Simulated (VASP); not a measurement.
Write the native input for VASP 6.6.1 that does the following.

- Task: single point
- Functional: r2SCAN
- Potentials or basis: VASP PAW PBE potentials, release 64 (B, N)
- Cutoff: 660 eV
- k mesh: 12 × 12 × 4
- Occupations: gaussian, width 0.01 eV
- Spin: no spin polarisation
- Dipole correction: no
- Further INCAR settings: ALGO = Normal; EDIFF = 1e-06; NBANDS = 16

Crystal: BN.

```
B N
1.0
     2.50084    0.00000    0.00000
    -1.25042    2.16579    0.00000
     0.00000    0.00000    6.89312
B N
2 2
Direct
  0.33333 0.66667 0.25000
  0.66667 0.33333 0.75000
  0.66667 0.33333 0.25000
  0.33333 0.66667 0.75000
```

These files were run (other wordings do the same):

POSCAR

```
BN
1.0
    2.5008383104      0.0000000000      0.0000000000
   -1.2504191552      2.1657895075      0.0000000000
    0.0000000000      0.0000000000      6.8931205922
B N
2 2
Direct
    0.3333333333      0.6666666667      0.2500000000
    0.6666666667      0.3333333333      0.7500000000
    0.6666666667      0.3333333333      0.2500000000
    0.3333333333      0.6666666667      0.7500000000
```

INCAR.step1

```
ALGO     = Normal         # electronic algorithm
EDIFF    = 1E-5           # SCF threshold, eV
ENCUT    = 660            # plane-wave cutoff, eV
GGA      = PE             # functional
GGA_COMPAT= False        
ISMEAR   = 0              # smearing method
LASPH    = True           # aspherical terms in the spheres
LCHARG   = False          # write CHGCAR
LREAL    = False          # projectors in reciprocal space
LWAVE    = True           # write WAVECAR
NBANDS   = 16             # bands
NELM     = 120            # most SCF steps
PREC     = Accurate       # precision mode
SIGMA    = 0.01           # smearing width, eV
```

INCAR.step2

```
ALGO     = Normal         # electronic algorithm
EDIFF    = 1E-6           # SCF threshold, eV
ENCUT    = 660            # plane-wave cutoff, eV
GGA_COMPAT= False        
ISIF     = 2              # what is computed and relaxed
ISMEAR   = 0              # smearing method
ISTART   = 1            
LASPH    = True           # aspherical terms in the spheres
LCHARG   = False          # write CHGCAR
LMIXTAU  = True         
LREAL    = False          # projectors in reciprocal space
LWAVE    = False          # write WAVECAR
METAGGA  = R2SCAN         # meta-GGA
NBANDS   = 16             # bands
NELM     = 120            # most SCF steps
PREC     = Accurate       # precision mode
SIGMA    = 0.01           # smearing width, eV
```

KPOINTS

```
k-points
0
Gamma
  12 12 4
```

Potentials or basis: VASP PAW PBE potentials, release 64 (B, N).

The run is started by

```console
$ cat potpaw_PBE.64/B/POTCAR potpaw_PBE.64/N/POTCAR > POTCAR
$ cp INCAR.step1 INCAR
$ mpirun -np 1 vasp_std > vasp.out
$ cp INCAR.step2 INCAR
$ mpirun -np 1 vasp_std > vasp.out
```

It gave:

```json
{"Pressure": "0.4 GPa", "Band gap on the k mesh": "4.93 eV (least direct gap 5.37 eV)"}
```

Caveat: the PAW data sets were made with another functional, which shifts forces and pressure a little.

Run time: 4.1 min on 1 thread of Intel Xeon 8259CL (shared host), peak memory 0.2 GiB.
